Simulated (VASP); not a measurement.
# Rh (Immm) in VASP: further runs, part 3 of 3

VASP 6.6.1. The steps go on from the part before.

### Step 5. Single point, PBE

This run uses another cell than the first one, of 12.91 Å³/atom, 0.852 times its volume.

File INCAR:

```
  PREC = Accurate
  ENCUT = 520
  EDIFF = 1E-6
  ISMEAR = 0
  SIGMA = 0.15
  LREAL = False
  LASPH = True
  NELM = 60
  ALGO = Fast
  ISIF = 2
  LWAVE = False
  LCHARG = True
  GGA = PE
  LELF = True
  LVHAR = True
  NBANDS = 14
```

File KPOINTS:

```
regular mesh
0
Gamma
  20 20 20
```

File POSCAR:

```
Rh
1.0
   -0.0957526211      1.8384503252      1.9150524221
    1.8384503252     -0.0957526211      1.9150524221
    1.7426977041      1.7426977041      0.0000000000
Rh
1
Direct
    0.0000000000      0.0000000000      0.0000000000
```

Potentials or basis: VASP PAW PBE potentials, release 64 (Rh_pv).

On the command line:

```
$ cat potpaw_PBE.64/Rh_pv/POTCAR > POTCAR
$ mpirun -np 1 vasp_std > vasp.out
```

OUTCAR:

```text
PREC = Accurate
   ENCUT = 520
   EDIFF = 1E-6
   ISMEAR = 0
   LREAL = False
   LASPH = True
   NELM = 60
   ISIF = 2
   GGA = PE

 ion  position               nearest neighbor table
   1  0.000  0.000  0.000-

  LATTYP: Found a body centered orthorhombic cell.
 ALAT       =     2.4645467283
 B/A-ratio  =     1.1098901099
 C/A-ratio  =     1.5540808378

  Lattice vectors:

 A1 = (   0.0957526211,  -1.8384503252,  -1.9150524221)
 A2 = (  -0.0957526211,   1.8384503252,  -1.9150524221)
 A3 = (   1.8384503252,  -0.0957526211,   1.9150524221)

Analysis of symmetry for initial positions (statically):
=====================================================================
 Subroutine PRICEL returns:
 Original cell was already a primitive cell.

 Routine SETGRP: Setting up the symmetry group for a
 body centered orthorhombic supercell.

 Subroutine GETGRP returns: Found  8 space group operations
 (whereof  8 operations were pure point group operations)
 out of a pool of  8 trial point group operations.

The static configuration has the point symmetry D_2h.

Analysis of symmetry for dynamics (positions and initial velocities):
=====================================================================
 Subroutine PRICEL returns:
 Original cell was already a primitive cell.

 Routine SETGRP: Setting up the symmetry group for a
 body centered orthorhombic supercell.

 Subroutine GETGRP returns: Found  8 space group operations
 (whereof  8 operations were pure point group operations)
 out of a pool of  8 trial point group operations.

The dynamic configuration has the point symmetry D_2h.

 Subroutine INISYM returns: Found  8 space group operations
 (whereof  8 operations are pure point group operations),
 and found     1 'primitive' translations

----------------------------------------------------------------------------------------

                                     Primitive cell

[... 110 lines left out ...]
  Fermi-wavevector in a.u.,A,eV,Ry     =   1.721051  3.252314 40.300667  2.962015
  Thomas-Fermi vector in A             =   2.797375
   LORBIT       =      0    0 simple, 1 ext, 2 COOP (PROOUT), +10 PAW based schemes
   GGA     = PE    functional components
   LHFCALC =     F    Hartree Fock is set to
   AEXX    =    0.0000 exact exchange contribution
   IVDW    =     0    specifies the selected vdW correction
   LEPSILON=     F    determine dielectric tensor
   LRPA    =     F    only Hartree local field effects (RPA)
 non-spin polarized calculation
 RMM-DIIS sequential band-by-band and
 Gauss-broadening in eV      SIGMA  =   0.15
  energy-cutoff  :      520.00
  volume of cell :       12.91
 maximum number of plane-waves:       362
   NGX =  9   NGY =  9   NGZ =  9

 number of electron      15.0000000 magnetization

 Free energy of the ion-electron system (eV)
  ---------------------------------------------------
  ext. energy  EPLUGINS =         0.00000000
  ---------------------------------------------------
  free energy    TOTEN  =        -7.03710037 eV

  energy without entropy =       -7.02329493  energy(sigma->0) =       -7.03019765

 E-fermi :  13.0819     XC(G=0): -14.4303

 val. band max:       13.0812775615   @ k =   0.3000   0.1000   0.0500
 cond. band min:      13.0824181067   @ k =   0.2500   0.2500   0.0000
 fundamental gap:      0.0011405452
 Fermi energy:        13.0818918760

 k-point     1 :       0.0000    0.0000    0.0000
  band No.  band energies     occupation
      1     -33.3995      2.00000
      2     -33.3924      2.00000
      3     -33.3066      2.00000
      4       4.6850      2.00000
      5       9.0652      2.00000
      6       9.2166      2.00000
      7      10.6486      2.00000
      8      11.8682      2.00000
      9      12.4144      2.00000
     10      28.9224      0.00000
     11      33.4914      0.00000
     12      33.6944      0.00000
     13      34.1500      0.00000
     14      37.2534      0.00000
[... 377 lines left out ...]
      1     -34.0591      2.00000
      2     -33.4886      2.00000
      3     -33.3830      2.00000
      4       6.6035      2.00000
      5       8.9126      2.00000
      6      10.8280      2.00000
      7      11.0873      2.00000
      8      13.2340      0.15144
      9      13.3613      0.00842
     10      24.1831      0.00000
     11      29.6553      0.00000
     12      33.4919      0.00000
     13      35.2633      0.00000
     14      39.1163      0.00000

 [... further k-points ...]
[... 5 lines left out ...]
  --------------------------------------------------------------------------------------
  -------------------------------------------------------------------------------------
  Total        3.0359881      3.0359881      1.5240360      2.3943753      0.0000000      0.0000000
  in kB      376.7696255    376.7696255    189.1346251    297.1447392      0.0000000      0.0000000
  external PRESSURE =     314.2246253 kB  Pullay stress =       0.0000000 kB

 VOLUME and BASIS-vectors are now :
 -----------------------------------------------------------------------------
  energy-cutoff  :      520.00
  volume of cell :       12.91
      direct lattice vectors                 reciprocal lattice vectors
    -0.095752621  1.838450325  1.915052422    -0.258504414  0.258504414  0.261089459
     1.838450325 -0.095752621  1.915052422     0.258504414 -0.258504414  0.261089459
     1.742697704  1.742697704  0.000000000     0.286911493  0.286911493 -0.261089459

 POSITION                                       TOTAL-FORCE (eV/Angst)
 -----------------------------------------------------------------------------------
      0.00000      0.00000      0.00000         0.000000      0.000000      0.000000
 -----------------------------------------------------------------------------------
    total drift:                               -0.000000     -0.000000     -0.000000

  FREE ENERGIE OF THE ION-ELECTRON SYSTEM (eV)
  ---------------------------------------------------
  free  energy   TOTEN  =        -7.0371003652 eV

  energy  without entropy=       -7.0232949345  energy(sigma->0) =       -7.03019765
```

OSZICAR:

```text
N       E                     dE             d eps       ncg     rms          rms(c)
DAV:   1     0.119955327884E+03    0.11996E+03   -0.87481E+03 32898   0.116E+03
DAV:   2    -0.595951260084E+01   -0.12591E+03   -0.12032E+03 36560   0.343E+02
DAV:   3    -0.749106951031E+01   -0.15316E+01   -0.15289E+01 38852   0.416E+01
DAV:   4    -0.749643804752E+01   -0.53685E-02   -0.53684E-02 36700   0.252E+00
DAV:   5    -0.749648259221E+01   -0.44545E-04   -0.44547E-04 37538   0.202E-01    0.123E+01
RMM:   6    -0.706195649606E+01    0.43453E+00   -0.64282E-01 34870   0.797E+00    0.484E+00
RMM:   7    -0.704064794716E+01    0.21309E-01   -0.36950E-02 35303   0.207E+00    0.200E+00
RMM:   8    -0.703733279852E+01    0.33151E-02   -0.63321E-03 38857   0.899E-01    0.251E-01
RMM:   9    -0.703709046853E+01    0.24233E-03   -0.61427E-04 40377   0.294E-01    0.164E-02
RMM:  10    -0.703710273775E+01   -0.12269E-04   -0.75684E-05 40784   0.117E-01    0.168E-02
RMM:  11    -0.703710018612E+01    0.25516E-05   -0.11394E-05 40798   0.444E-02    0.191E-03
RMM:  12    -0.703710036524E+01   -0.17912E-06   -0.25393E-06 31481   0.215E-02
   1 F= -.70371004E+01 E0= -.70301976E+01  d E =-.138054E-01
```

stdout:

```text
POSCAR found type information on POSCAR Rh
 POSCAR found :  1 types and       1 ions
 scaLAPACK will be used
 LDA part: xc-table for (Slater+PW92), standard interpolation
 POSCAR, INCAR and KPOINTS ok, starting setup
 FFT: planning ... GRIDC
 FFT: planning ... GRID_SOFT
 FFT: planning ... GRID
 WAVECAR not read
 entering main loop
WARNING in EDDRMM: call to ZHEGV failed, returncode =   8  4     13
WARNING in EDDRMM: call to ZHEGV failed, returncode =   8  4     12
```

It took 98 s on 1 thread of AMD EPYC 9R45 (Zen 5), shared host; peak memory 0.26 GiB.

Results:

```yaml
Free_energy: -7.0371 eV
Pressure: 31.4 GPa
```

Levels at points of the mesh, in eV from the Fermi level:
```
           k point  band 4  band 5  band 6  band 7  band 8  band 9  band 10  band 11
(0.00, 0.00, 0.00)   -8.40   -4.02   -3.87   -2.43   -1.21   -0.67    15.84    20.41
(0.50, 0.00, 0.00)   -6.67   -4.28   -2.44    0.15    0.32    0.81     8.53    15.82
(0.50, 0.50, 0.00)   -6.94   -6.54    0.74    1.13    1.14    2.77    12.28    12.32
(0.00, 0.00, 0.50)   -6.67   -3.93   -3.16    0.31    1.15    1.33    10.30    15.13
(0.50, 0.00, 0.50)   -6.94   -6.53    0.41    0.84    1.55    3.78    13.23    13.62
```

### Step 6. Overview

| cell | further INCAR settings | gap on the mesh (eV) | pressure (GPa) |
| --- | --- | --- | --- |
| a = 2.765, b = 2.765, c = 2.681 Å, angles 61.0, 61.0, 64.5°, 1 atom | ALGO = Fast; EDIFF = 1e-07; NBANDS = 14 | none | -14.0 |
| a = 2.670, b = 2.670, c = 2.194 Å, angles 65.7, 65.7, 68.5°, 1 atom | ALGO = Fast; EDIFF = 1e-07; NBANDS = 14 | none | 75.6 |
| a = 2.662, b = 2.662, c = 2.329 Å, angles 64.1, 64.1, 65.3°, 1 atom | ALGO = Fast; EDIFF = 1e-07; NBANDS = 14 | none | 47.5 |
| a = 2.656, b = 2.656, c = 2.465 Å, angles 62.4, 62.4, 62.0°, 1 atom | ALGO = Fast; EDIFF = 1e-06; NBANDS = 14 | none | 31.4 |

Alike in all rows: task single point; level PBE; potentials or basis VASP PAW PBE potentials, release 64 (Rh_pv); no spin polarisation; k mesh 20 × 20 × 20; cutoff (eV) 520; smearing gaussian 0.15 eV.

Total energies depend on the potentials used, so only differences within one code and one set of settings carry meaning.
